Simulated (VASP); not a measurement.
A run of VASP 6.6.1:

File INCAR:

```
SYSTEM = MnSi
  PREC = Accurate
  ENCUT = 520
  EDIFF = 1E-6
  ISMEAR = 0
  SIGMA = 0.1
  LREAL = .False.
  LASPH = .True.
  NELM = 150
  ALGO = Normal
  ISIF = 2
  LWAVE = .False.
  LCHARG = .False.
  ISPIN = 2
  MAGMOM = 1.09 1.09 1.09 1.09 0 0 0 0
  LORBIT = 11
  LMAXMIX = 4
  GGA = PE
  NBANDS = 48
```

File KPOINTS:

```
Automatic mesh
0
Gamma
  8 8 8
  0 0 0
```

POSCAR

```
MnSi
1.0
    4.3291227524      0.0000000000      0.0000000000
    0.0000000000      4.3291227524      0.0000000000
    0.0000000000      0.0000000000      4.3291227524
Mn Si
4 4
Direct
    0.1397809444      0.1397809444      0.1397809444
    0.3602190556      0.8602190556      0.6397809444
    0.6397809444      0.3602190556      0.8602190556
    0.8602190556      0.6397809444      0.3602190556
    0.8464857660      0.8464857660      0.8464857660
    0.6535142340      0.1535142340      0.3464857660
    0.3464857660      0.6535142340      0.1535142340
    0.1535142340      0.3464857660      0.6535142340
```

Potentials or basis: VASP PAW PBE potentials, release 64 (Mn_pv, Si).

Run with:

```console
$ cat potpaw_PBE.64/Mn_pv/POTCAR potpaw_PBE.64/Si/POTCAR > POTCAR
$ mpirun -np 1 vasp_std > vasp.out
```

Hardware: 1 thread of Intel Xeon 8259CL, on a shared host.

Problem. Estimate the wall time of this run.

Solution. It took 7.9 min on 1 thread of Intel Xeon 8259CL, on a shared host, peak memory 0.37 GiB. Counts: scf iterations 16, k points 45.
